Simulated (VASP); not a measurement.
A run of VASP 6.6.1:

INCAR

```
ALGO = Normal
EDIFF = 1E-6
ENCUT = 600
GGA = PS
GGA_COMPAT = False
ISIF = 2
ISMEAR = -1
LASPH = True
LCHARG = False
LREAL = False
LWAVE = False
NBANDS = 24
NELM = 120
PREC = Accurate
SIGMA = 0.05
```

File KPOINTS:

```
k-points
0
Gamma
  8 8 8
```

Contents of POSCAR:

```
HgF3
1.0
    0.0000000000      2.7387083446      2.7387083446
    2.7387083446      0.0000000000      2.7387083446
    2.7387083446      2.7387083446      0.0000000000
Hg F
1 3
Direct
    0.0000000000      0.0000000000      0.0000000000
    0.5000000000      0.5000000000      0.5000000000
    0.2500000000      0.2500000000      0.2500000000
    0.7500000000      0.7500000000      0.7500000000
```

Potentials or basis: VASP PAW PBE potentials, release 64 (Hg, F).

Launch:

```bash
$ cat potpaw_PBE.64/Hg/POTCAR potpaw_PBE.64/F/POTCAR > POTCAR
$ mpirun -np 1 vasp_std > vasp.out
```

Hardware: 1 thread of Intel(R) Xeon(R) Platinum 8259CL CPU @ 2.50GHz (Skylake/Cascade Lake) (shared host).

**Question.** Estimate the wall time of this run.

**Answer.** Run time: 39 s on 1 thread of Intel(R) Xeon(R) Platinum 8259CL CPU @ 2.50GHz (Skylake/Cascade Lake) (shared host), peak memory 0.19 GiB. Counts: scf iterations 15, k points 29.
